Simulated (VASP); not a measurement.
# Al (Fm-3m) in VASP: notebook

Runs on Al. Level: r2SCAN. Tasks: single point.

Everything below comes from runs of VASP 6.6.1. Logs are shortened: lines on timing, memory, paths and dates and some standing lists are left out, and cuts for length are marked.

## 1. The cell of the first run

Symmetry: Fm-3m, No. 225, cubic system. Conventional cell: a = 3.993 Å, b = 3.993 Å, c = 3.993 Å, α = 90.00°, β = 90.00°, γ = 90.00°. Within 3.7 Å of Al (site symmetry m-3m) lie 12 Al at 2.82 Å.

## 2. Single point, r2SCAN

POSCAR reads:

```
Al
1.0
    0.0000000000      1.9966927596      1.9966927596
    1.9966927596      0.0000000000      1.9966927596
    1.9966927596      1.9966927596      0.0000000000
Al
1
Direct
    0.0000000000      0.0000000000      0.0000000000
```

INCAR.step1 reads:

```
PREC = Accurate ; ENCUT = 520
ISMEAR = -1 ; SIGMA = 0.1
LREAL = F ; LASPH = T
NELM = 80 ; NBANDS = 8
GGA = PE ; ALGO = Normal
EDIFF = 1E-4 ; LWAVE = T
LCHARG = F
```

INCAR.step2 reads:

```
PREC = Accurate ; ENCUT = 520
EDIFF = 1E-6 ; ISMEAR = -1
SIGMA = 0.1 ; LREAL = F
LASPH = T ; NELM = 80
ALGO = Normal ; ISIF = 2
LWAVE = F ; LCHARG = F
METAGGA = R2SCAN ; LMIXTAU = T
NBANDS = 8 ; ISTART = 1
```

KPOINTS reads:

```
Automatic mesh
0
Gamma
  13 13 13
```

Potentials or basis: VASP PAW PBE potentials, release 64 (Al).

The run is started by

```console
cat potpaw_PBE.64/Al/POTCAR > POTCAR
cp INCAR.step1 INCAR
mpirun -np 1 vasp_std > vasp.out
cp INCAR.step2 INCAR
mpirun -np 1 vasp_std > vasp.out
```

OUTCAR:

```text
PREC = Accurate
   ENCUT = 520
   EDIFF = 1E-6
   ISMEAR = -1
   LREAL = F
   LASPH = T
   NELM = 80
   ISIF = 2
   METAGGA = R2SCAN
   ISTART = 1

 ion  position               nearest neighbor table
   1  0.000  0.000  0.000-

  LATTYP: Found a face centered cubic cell.
 ALAT       =     3.9933855192

  Lattice vectors:

 A1 = (   0.0000000000,   1.9966927596,   1.9966927596)
 A2 = (   1.9966927596,   0.0000000000,   1.9966927596)
 A3 = (   1.9966927596,   1.9966927596,   0.0000000000)

Analysis of symmetry for initial positions (statically):
=====================================================================
 Subroutine PRICEL returns:
 Original cell was already a primitive cell.

 Routine SETGRP: Setting up the symmetry group for a
 face centered cubic supercell.

 Subroutine GETGRP returns: Found 48 space group operations
 (whereof 48 operations were pure point group operations)
 out of a pool of 48 trial point group operations.

The static configuration has the point symmetry O_h .

Analysis of symmetry for dynamics (positions and initial velocities):
=====================================================================
 Subroutine PRICEL returns:
 Original cell was already a primitive cell.

 Routine SETGRP: Setting up the symmetry group for a
 face centered cubic supercell.

 Subroutine GETGRP returns: Found 48 space group operations
 (whereof 48 operations were pure point group operations)
 out of a pool of 48 trial point group operations.

The dynamic configuration has the point symmetry O_h .

 Subroutine INISYM returns: Found 48 space group operations
 (whereof 48 operations are pure point group operations),
 and found     1 'primitive' translations

----------------------------------------------------------------------------------------

                                     Primitive cell

  volume of cell :      15.9208

  direct lattice vectors                    reciprocal lattice vectors
     0.000000000  1.996692760  1.996692760    -0.250414090  0.250414090  0.250414090
     1.996692760  0.000000000  1.996692760     0.250414090 -0.250414090  0.250414090
     1.996692760  1.996692760  0.000000000     0.250414090  0.250414090 -0.250414090

  length of vectors
     2.823749981  2.823749981  2.823749981     0.433729926  0.433729926  0.433729926

  position of ions in fractional coordinates (direct lattice)
     0.000000000  0.000000000  0.000000000

  ion indices of the primitive-cell ions
   primitive index   ion index
                 1           1

----------------------------------------------------------------------------------------

 KPOINTS: Automatic mesh

Automatic generation of k-mesh.
 Grid dimensions read from file:
 generate k-points for:   13   13   13

 Generating k-lattice:

  Cartesian coordinates                     Fractional coordinates (reciprocal lattice)
    -0.019262622  0.019262622  0.019262622     0.076923077  0.000000000  0.000000000
     0.019262622 -0.019262622  0.019262622     0.000000000  0.076923077  0.000000000
     0.019262622  0.019262622 -0.019262622     0.000000000  0.000000000  0.076923077

  Length of vectors
     0.033363840  0.033363840  0.033363840

  Shift w.r.t. Gamma in fractional coordinates (k-lattice)
     0.000000000  0.000000000  0.000000000

 Subroutine IBZKPT returns following result:
 ===========================================

 Found     84 irreducible k-points:

 Following reciprocal coordinates:
            Coordinates               Weight
  0.000000  0.000000  0.000000      1.000000
  0.076923  0.000000  0.000000      8.000000
  0.153846  0.000000  0.000000      8.000000
  0.230769  0.000000  0.000000      8.000000
  0.307692  0.000000  0.000000      8.000000
  0.384615  0.000000  0.000000      8.000000
[... 16 lines left out ...]
  0.384615  0.153846  0.000000     24.000000
  0.461538  0.153846  0.000000     24.000000
 [... further k-points ...]
   k-points           NKPTS =     84   k-points in BZ     NKDIM =     84   number of bands    NBANDS=      8
   number of dos      NEDOS =    301   number of ions     NIONS =      1
   total plane-waves  NPLWV =  13824
   dimension x,y,z NGX =    24 NGY =   24 NGZ =   24
   dimension x,y,z NGXF=    48 NGYF=   48 NGZF=   48
   ions per type =               1
   NGX,Y,Z   is equivalent  to a cutoff of  14.13, 14.13, 14.13 a.u.
   NGXF,Y,Z  is equivalent  to a cutoff of  28.26, 28.26, 28.26 a.u.
 SYSTEM =  unknown system
   PREC   = accura    normal or accurate (medium, high low for compatibility)
   ISTART =      1    job   : 0-new  1-cont  2-samecut
   ICHARG =      0    charge: 1-file 2-atom 10-const
   ISPIN  =      1    spin polarized calculation?
   LNONCOLLINEAR =      F non collinear calculations
   LSORBIT =      F    spin-orbit coupling
   LASPH  =      T    aspherical Exc in radial PAW
   ENCUT  =  520.0 eV  38.22 Ry    6.18 a.u.   5.25  5.25  5.25*2*pi/ulx,y,z
   NELM   =     80;   NELMIN=  2; NELMDL=  0     # of ELM steps
   EDIFF  = 0.1E-05   stopping-criterion for ELM
   LREAL  =      F    real-space projection
   EDIFFG = 0.1E-04   stopping-criterion for IOM
   NSW    =      0    number of steps for IOM
   IBRION =     -1    ionic relax: 0-MD 1-quasi-New 2-CG
   NFREE  =      0    steps in history (QN), initial steepest desc. (CG)
   ISIF   =      2    stress and relaxation
   ISYM   =      2    0-nonsym 1-usesym 2-fastsym
   POTIM  = 0.5000    time-step for ionic-motion
   TEBEG  =    0.0;   TEEND  =   0.0 temperature during run
   PSTRESS=    0.0 pullay stress
   NELECT =       3.0000    total number of electrons
   NUPDOWN=      -1.0000    fix difference up-down
   EMIN   =  10.00;   EMAX   =-10.00  energy-range for DOS
   EFERMI =   0.00;   METHOD = LEGACY
   ISMEAR =    -1;   SIGMA  =   0.10  broadening in eV -4-tet -1-fermi 0-gaus
   EFERMI_NEDOS =   21; number of points for ismear=-14 and -15
   IALGO  =     38    algorithm
   IMIX   =      4    mixing-type and parameters
     AMIX     =   0.40;   BMIX     =  1.00
     AMIX_MAG =   1.60;   BMIX_MAG =  1.00
  volume/ion in A,a.u.               =      15.92       107.44
  Fermi-wavevector in a.u.,A,eV,Ry     =   0.938557  1.773616 11.985227  0.880889
  Thomas-Fermi vector in A             =   2.065781
   LORBIT       =      0    0 simple, 1 ext, 2 COOP (PROOUT), +10 PAW based schemes
   METAGGA = R2SCAN    functional components
   LHFCALC =     F    Hartree Fock is set to
   AEXX    =    0.0000 exact exchange contribution
   IVDW    =     0    specifies the selected vdW correction
   LEPSILON=     F    determine dielectric tensor
   LRPA    =     F    only Hartree local field effects (RPA)
 non-spin polarized calculation
  energy-cutoff  :      520.00
  volume of cell :       15.92
 maximum number of plane-waves:       444
 NGX is ok and might be reduce to    24
   NGX = 11   NGY = 11   NGZ = 11

 number of electron       3.0000000 magnetization

 Free energy of the ion-electron system (eV)
  ---------------------------------------------------
  ext. energy  EPLUGINS =         0.00000000
  ---------------------------------------------------
  free energy    TOTEN  =        -6.74165272 eV

  energy without entropy =       -6.72901674  energy(sigma->0) =       -6.73533473

 E-fermi :   8.3311     XC(G=0): -11.0393

 val. band max:        8.2794079271   @ k =  -0.3077   0.2308   0.0000
 cond. band min:       8.3958267667   @ k =   0.4615   0.2308   0.0000
 fundamental gap:      0.1164188396
 Fermi energy:         8.3311312266

 k-point     1 :       0.0000    0.0000    0.0000
  band No.  band energies     occupation
      1      -3.6996      2.00000
      2      21.9198      0.00000
      3      21.9198      0.00000
      4      21.9198      0.00000
      5      24.1138      0.00000
      6      24.1138      0.00000
      7      24.1138      0.00000
      8      26.0174      0.00000

 k-point     2 :       0.0769    0.0000    0.0000
  band No.  band energies     occupation
      1      -3.5247      2.00000
      2      19.4933      0.00000
      3      21.4843      0.00000
      4      21.4843      0.00000
      5      24.6076      0.00000
      6      24.8270      0.00000
      7      24.8270      0.00000
      8      27.8260      0.00000

 k-point     3 :       0.1538    0.0000    0.0000
  band No.  band energies     occupation
      1      -3.0012      2.00000
      2      16.1450      0.00000
      3      20.8327      0.00000
      4      20.8327      0.00000
      5      24.3839      0.00000
      6      26.0627      0.00000
      7      26.0627      0.00000
      8      27.0172      0.00000

 k-point     4 :       0.2308    0.0000    0.0000
  band No.  band energies     occupation
      1      -2.1330      2.00000
      2      12.9051      0.00000
      3      20.3632      0.00000
      4      20.3632      0.00000
      5      24.0976      0.00000
      6      24.8771      0.00000
      7      24.8771      0.00000
      8      28.4076      0.00000

 k-point     5 :       0.3077    0.0000    0.0000
  band No.  band energies     occupation
      1      -0.9267      2.00000
      2       9.8888      0.00000
      3      20.1501      0.00000
      4      20.1501      0.00000
      5      23.4117      0.00000
      6      23.4117      0.00000
      7      23.9783      0.00000
      8      27.7545      0.00000

 k-point     6 :       0.3846    0.0000    0.0000
  band No.  band energies     occupation
      1       0.6081      2.00000
      2       7.1380      1.99999
      3      20.2091      0.00000
      4      20.2091      0.00000
      5      22.2035      0.00000
      6      22.2035      0.00000
      7      24.1094      0.00000
      8      26.4882      0.00000

 k-point     7 :       0.4615    0.0000    0.0000
  band No.  band energies     occupation
      1       2.4456      2.00000
      2       4.6903      2.00000
      3      20.5169      0.00000
      4      20.5169      0.00000
      5      21.3159      0.00000
      6      21.3159      0.00000
      7      24.4689      0.00000
      8      25.5380      0.00000
[... 133 lines left out ...]
 k-point    20 :       0.1538    0.1538    0.0000
  band No.  band energies     occupation
      1      -2.7691      2.00000
      2      18.4500      0.00000
      3      18.5301      0.00000
      4      18.5301      0.00000
      5      22.2276      0.00000
      6      22.7734      0.00000
      7      28.8154      0.00000
      8      28.8154      0.00000

 k-point    21 :       0.2308    0.1538    0.0000
  band No.  band energies     occupation
      1      -2.1330      2.00000
      2      15.4485      0.00000
      3      17.8062      0.00000
      4      19.0322      0.00000
      5      20.6276      0.00000
      6      22.6190      0.00000
      7      29.3380      0.00000
      8      29.3813      0.00000

 k-point    22 :       0.3077    0.1538    0.0000
  band No.  band energies     occupation
      1      -1.1558      2.00000
      2      12.3750      0.00000
      3      17.3743      0.00000
      4      18.5370      0.00000
      5      19.3524      0.00000
      6      24.1987      0.00000
      7      28.1698      0.00000
      8      29.3342      0.00000

 k-point    23 :       0.3846    0.1538    0.0000
  band No.  band energies     occupation
      1       0.1550      2.00000
      2       9.4871      0.00002
      3      17.2357      0.00000
      4      17.2379      0.00000
      5      19.1542      0.00000
      6      26.3458      0.00000
      7      26.8936      0.00000
      8      29.4339      0.00000

 k-point    24 :       0.4615    0.1538    0.0000
  band No.  band energies     occupation
      1       1.7870      2.00000
      2       6.8558      2.00000
      3      16.0881      0.00000
      4      17.3918      0.00000
      5      19.3417      0.00000
      6      25.8131      0.00000
      7      28.1856      0.00000
      8      29.8896      0.00000

 [... further k-points ...]

------------------------ aborting loop because EDIFF is reached ----------------------------------------

  FORCE on cell =-STRESS in cart. coord.  units (eV):
  Direction    XX          YY          ZZ          XY          YZ          ZX
  --------------------------------------------------------------------------------------
  -------------------------------------------------------------------------------------
  Total       -0.0318332     -0.0318332     -0.0318332     -0.0000000     -0.0000000     -0.0000000
  in kB       -3.2035214     -3.2035214     -3.2035214     -0.0000000     -0.0000000     -0.0000000
  external PRESSURE =      -3.2035214 kB  Pullay stress =       0.0000000 kB

 VOLUME and BASIS-vectors are now :
 -----------------------------------------------------------------------------
  energy-cutoff  :      520.00
  volume of cell :       15.92
      direct lattice vectors                 reciprocal lattice vectors
     0.000000000  1.996692760  1.996692760    -0.250414090  0.250414090  0.250414090
     1.996692760  0.000000000  1.996692760     0.250414090 -0.250414090  0.250414090
     1.996692760  1.996692760  0.000000000     0.250414090  0.250414090 -0.250414090

 POSITION                                       TOTAL-FORCE (eV/Angst)
 -----------------------------------------------------------------------------------
      0.00000      0.00000      0.00000         0.000000      0.000000      0.000000
 -----------------------------------------------------------------------------------
    total drift:                                0.000000     -0.000000     -0.000000

  FREE ENERGIE OF THE ION-ELECTRON SYSTEM (eV)
  ---------------------------------------------------
  free  energy   TOTEN  =        -6.7416527191 eV

  energy  without entropy=       -6.7290167397  energy(sigma->0) =       -6.73533473
```

Wall time 13 s (1 thread of Intel Xeon 6975P-C (Granite Rapids), shared host); peak memory 0.14 GiB.

What came out:

- Free energy: -6.7417 eV
- Pressure: -0.3 GPa
- Band gap on the k mesh: zero (an odd number of electrons rules out a gap without spin polarisation)

Caveat: the PAW data sets were made with another functional, which shifts forces and pressure a little.

## 3. Single point, r2SCAN (14.01 Å³/atom)

This run uses another cell than the first one, of 14.01 Å³/atom.

POSCAR reads:

```
Al
1.0
    0.0000000000      1.9133986674      1.9133986674
    1.9133986674      0.0000000000      1.9133986674
    1.9133986674      1.9133986674      0.0000000000
Al
1
Direct
    0.0000000000      0.0000000000      0.0000000000
```

INCAR.step1 reads:

```
SYSTEM = Al
ALGO     = Normal         ! electronic algorithm
EDIFF    = 1E-4           ! SCF threshold, eV
ENCUT    = 520            ! plane-wave cutoff, eV
GGA      = PE             ! functional
ISMEAR   = -1             ! smearing method
LASPH    = .TRUE.         ! aspherical terms in the spheres
LCHARG   = .FALSE.        ! write CHGCAR
LREAL    = .FALSE.        ! projectors in reciprocal space
LWAVE    = .TRUE.         ! write WAVECAR
NBANDS   = 8              ! bands
NELM     = 80             ! most SCF steps
PREC     = Accurate       ! precision mode
SIGMA    = 0.1            ! smearing width, eV
```

INCAR.step2 reads:

```
SYSTEM = Al
ALGO     = Normal         ! electronic algorithm
EDIFF    = 1E-6           ! SCF threshold, eV
ENCUT    = 520            ! plane-wave cutoff, eV
ISIF     = 2              ! what is computed and relaxed
ISMEAR   = -1             ! smearing method
ISTART   = 1            
LASPH    = .TRUE.         ! aspherical terms in the spheres
LCHARG   = .FALSE.        ! write CHGCAR
LMIXTAU  = .TRUE.       
LREAL    = .FALSE.        ! projectors in reciprocal space
LWAVE    = .FALSE.        ! write WAVECAR
METAGGA  = R2SCAN         ! meta-GGA
NBANDS   = 8              ! bands
NELM     = 80             ! most SCF steps
PREC     = Accurate       ! precision mode
SIGMA    = 0.1            ! smearing width, eV
```

KPOINTS reads:

```
k-points
0
G
  22 22 22
  0 0 0
```

Potentials or basis: VASP PAW PBE potentials, release 64 (Al).

The run is started by

```console
cat potpaw_PBE.64/Al/POTCAR > POTCAR
cp INCAR.step1 INCAR
mpirun -np 1 vasp_std > vasp.out
cp INCAR.step2 INCAR
mpirun -np 1 vasp_std > vasp.out
```

It took 38 s on 1 thread of Intel Xeon 6975P-C (Granite Rapids), shared host; peak memory 0.14 GiB.

Results (log left out):

| Quantity | Value |
| --- | --- |
| Free energy | -6.6666 eV |
| Pressure | 15.2 GPa |
| Band gap on the k mesh | zero (an odd number of electrons rules out a gap without spin polarisation) |

Levels at points of the mesh, in eV from the Fermi level:
```csv
k point,band 1,band 2,band 3,band 4,band 5,band 6
"(0.00, 0.00, 0.00)",-13.03,14.31,14.31,14.31,17.63,17.63
"(0.50, 0.00, 0.00)",-5.67,-4.75,12.91,12.91,14.30,14.30
"(0.50, 0.50, 0.00)",-3.53,-1.75,5.51,6.89,6.89,11.80
```

Caveat: the cell stands under pressure; the PAW data sets were made with another functional, which shifts forces and pressure a little.

(Continued in part 2 of 2.)
